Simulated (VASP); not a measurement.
Here is a VASP 6.6.1 calculation.

INCAR

```
PREC     = Accurate       # precision mode
ENCUT    = 520            # plane-wave cutoff, eV
EDIFF    = 1E-7           # SCF threshold, eV
ISMEAR   = 0              # smearing method
SIGMA    = 0.1            # smearing width, eV
LREAL    = F              # projectors in reciprocal space
LASPH    = T              # aspherical terms in the spheres
NELM     = 80             # most SCF steps
ALGO     = Normal         # electronic algorithm
ISIF     = 2              # what is computed and relaxed
LWAVE    = F              # write WAVECAR
LCHARG   = T              # write CHGCAR
GGA      = PE             # functional
LELF     = T              # ELF
LVHAR    = T            
NBANDS   = 20             # bands
```

The input KPOINTS:

```
Automatic mesh
0
Gamma
  10 10 4
```

POSCAR

```
Be7S
1.0
    3.1359579552      0.0000000000      0.0000000000
    0.0000000000      3.1359579552      0.0000000000
    0.0000000000      0.0000000000      8.5425994444
Be S
7 1
Direct
    0.0000000000      0.5000000000      0.6708493694
    0.5000000000      0.5000000000      0.0000000000
    0.5000000000      0.0000000000      0.6708493694
    0.0000000000      0.5000000000      0.3291506306
    0.5000000000      0.0000000000      0.3291506306
    0.0000000000      0.0000000000      0.5000000000
    0.5000000000      0.5000000000      0.5000000000
    0.0000000000      0.0000000000      0.0000000000
```

Potentials or basis: VASP PAW PBE potentials, release 64 (Be, S).

Launch:

```console
$ cat potpaw_PBE.64/Be/POTCAR potpaw_PBE.64/S/POTCAR > POTCAR
$ mpirun -np 1 vasp_std > vasp.out
```

(1) Estimate the band gap on the k mesh.

(2) Predict the pressure.

(3) Estimate the largest force.

Answers

(1) zero (bands 10 and 11 overlap by 2.16 eV).

(2) 0.1 GPa.

(3) 0.009 eV/Å.
